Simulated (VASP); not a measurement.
A run of VASP 6.6.1 is set up as follows.

Contents of INCAR:

```
PREC     = Accurate       # precision mode
ENCUT    = 520            # plane-wave cutoff, eV
EDIFF    = 1E-6           # SCF threshold, eV
ISMEAR   = -1             # smearing method
SIGMA    = 0.05           # smearing width, eV
LREAL    = Auto         
LASPH    = T              # aspherical terms in the spheres
NELM     = 100            # most SCF steps
ALGO     = Normal         # electronic algorithm
ISIF     = 2              # what is computed and relaxed
LWAVE    = F              # write WAVECAR
LCHARG   = F              # write CHGCAR
GGA      = PS             # functional
ISYM     = 0            
NBANDS   = 166            # bands
```

Contents of KPOINTS:

```
Automatic mesh
0
Gamma
  1 1 1
  0.25 0.25 0.25
```

File POSCAR:

```
Mg16Se3S13
1.0
   10.4691335038      0.0000000000      0.0000000000
    0.0000000000     10.4691335038      0.0000000000
    0.0000000000      0.0000000000     10.4691335038
S Se Mg
26 6 32
Direct
    0.2506230000      0.0008490000      0.0000970000
    0.2507270000      0.0008380000      0.5002130000
    0.2500200000      0.4993770000      0.9994390000
    0.2500150000      0.4993840000      0.5008450000
    0.7497770000      0.5014570000      0.0000840000
    0.7499190000      0.5015430000      0.5002060000
    0.0024460000      0.2518470000      0.0009500000
    0.0024080000      0.2518910000      0.4993280000
    0.0001130000      0.7483990000      0.0001820000
    0.0000790000      0.7485070000      0.5003280000
    0.4974220000      0.2510790000      0.0001050000
    0.4975230000      0.2510640000      0.5002420000
    0.4998630000      0.7492110000      0.9994100000
    0.4998150000      0.7491640000      0.5009400000
    0.0015620000      0.0000130000      0.2501700000
    0.9997670000      0.4999130000      0.2500560000
    0.0005820000      0.5005910000      0.7501050000
    0.4980850000      0.9999920000      0.2502960000
    0.4971830000      0.9990790000      0.7503420000
    0.4997720000      0.4999670000      0.2502670000
    0.4988110000      0.5007230000      0.7502000000
    0.2499520000      0.2502060000      0.2502600000
    0.2506950000      0.2509110000      0.7501780000
    0.2506240000      0.7489290000      0.7502040000
    0.7498810000      0.7482360000      0.2503240000
    0.7490280000      0.7473790000      0.7503280000
    0.7492920000      0.9989610000      0.0009340000
    0.7493400000      0.9990280000      0.4999000000
    0.0013950000      0.9994270000      0.7502620000
    0.2498180000      0.7498480000      0.2501420000
    0.7497500000      0.2508290000      0.2502650000
    0.7493170000      0.2514070000      0.7503140000
    0.0062330000      0.0000880000      0.0056710000
    0.0063780000      0.0001750000      0.4947360000
    0.0012950000      0.5001530000      0.0011920000
    0.0013710000      0.5002670000      0.4987560000
    0.4937570000      0.0002060000      0.0015730000
    0.4938170000      0.0002220000      0.4989630000
    0.4985310000      0.5001230000      0.0004710000
    0.4985410000      0.5001410000      0.4999820000
    0.2499220000      0.2514160000      0.9989840000
    0.2499290000      0.2514000000      0.5014290000
    0.2499250000      0.7487510000      0.9948370000
    0.2499130000      0.7486910000      0.5054020000
    0.7500240000      0.2568180000      0.0002190000
    0.7500920000      0.2569080000      0.5003850000
    0.7499880000      0.7439530000      0.9991000000
    0.7498750000      0.7440200000      0.5015450000
    0.2509800000      0.0041590000      0.2500220000
    0.2545340000      0.9998170000      0.7500310000
    0.2500500000      0.4959450000      0.2500410000
    0.2508680000      0.5001280000      0.7500980000
    0.7483170000      0.9939950000      0.2504500000
    0.7433240000      0.9926890000      0.7504200000
    0.7495800000      0.5048100000      0.2501280000
    0.7482920000      0.5054250000      0.7500180000
    0.0050940000      0.2511450000      0.2501110000
    0.0062320000      0.2553690000      0.7501760000
    0.9957500000      0.7487510000      0.2502130000
    0.0000810000      0.7447130000      0.7501380000
    0.4947010000      0.2500900000      0.2501500000
    0.4940710000      0.2511090000      0.7501540000
    0.5038520000      0.7497590000      0.2501220000
    0.4995760000      0.7486910000      0.7500900000
```

Potentials or basis: VASP PAW PBE potentials, release 64 (S, Se, Mg).

Run with:

```console
$ cat potpaw_PBE.64/S/POTCAR potpaw_PBE.64/Se/POTCAR potpaw_PBE.64/Mg/POTCAR > POTCAR
$ mpirun -np 1 vasp_std > vasp.out
```

Problem. What does it give for the pressure?

Solution. -0.2 GPa.

Problem. Predict the band gap on the k mesh.

Solution. 3.11 eV.

Problem. What does it give for the largest force?

Solution. 0.023 eV/Å.

Forces in eV/Å, atoms in the order of the input:
```
S    0.000 -0.001  0.001
S   -0.004 -0.002 -0.003
S   -0.002  0.006 -0.003
S   -0.002  0.005  0.000
S    0.002  0.003  0.007
S   -0.004  0.002 -0.006
S    0.000  0.000  0.003
S    0.003 -0.002  0.000
S   -0.009 -0.006 -0.003
S   -0.006 -0.007 -0.008
S    0.002 -0.005  0.006
S   -0.001 -0.002 -0.002
S    0.000 -0.001  0.002
S    0.002  0.003 -0.001
S   -0.001 -0.003  0.003
S    0.006  0.008  0.002
S    0.005  0.006 -0.001
S    0.002 -0.003 -0.004
S    0.011 -0.001 -0.007
S    0.002  0.003 -0.004
S    0.006  0.000 -0.003
S    0.003  0.000 -0.004
S   -0.004 -0.002 -0.002
S    0.001  0.005 -0.005
S   -0.005  0.002 -0.004
S   -0.002  0.008 -0.005
Se  -0.002 -0.010  0.003
Se  -0.013 -0.018 -0.006
Se   0.007 -0.009  0.002
Se  -0.012 -0.009  0.012
Se  -0.004  0.013  0.009
Se  -0.007  0.009  0.000
Mg   0.014  0.005  0.005
Mg   0.011  0.005 -0.004
Mg   0.001 -0.002  0.004
Mg   0.001 -0.006  0.003
Mg  -0.008  0.000 -0.001
Mg  -0.008  0.001  0.000
Mg  -0.001  0.000 -0.003
Mg  -0.001 -0.003  0.000
Mg   0.000 -0.001 -0.004
Mg   0.001  0.000  0.001
Mg   0.001 -0.003 -0.004
Mg   0.000 -0.002  0.008
Mg   0.003  0.012 -0.005
Mg   0.002  0.009  0.001
Mg   0.003 -0.004 -0.009
Mg   0.006 -0.003  0.005
Mg   0.000  0.007  0.004
Mg   0.007  0.001  0.005
Mg  -0.001 -0.007  0.002
Mg   0.003 -0.002  0.001
Mg   0.001 -0.001 -0.004
Mg  -0.003 -0.008 -0.001
Mg   0.001  0.000  0.000
Mg   0.002  0.002  0.006
Mg   0.003  0.001  0.001
Mg   0.005  0.008 -0.001
Mg  -0.005 -0.001 -0.001
Mg  -0.006 -0.003  0.003
Mg  -0.003  0.002  0.001
Mg  -0.009  0.003  0.001
Mg   0.006  0.000  0.000
Mg   0.000 -0.001  0.004
```

Caveat: the PAW data sets were made with another functional, which shifts forces and pressure a little; a shifted mesh leaves out Γ, where band edges can lie. A k mesh can miss the band edges.
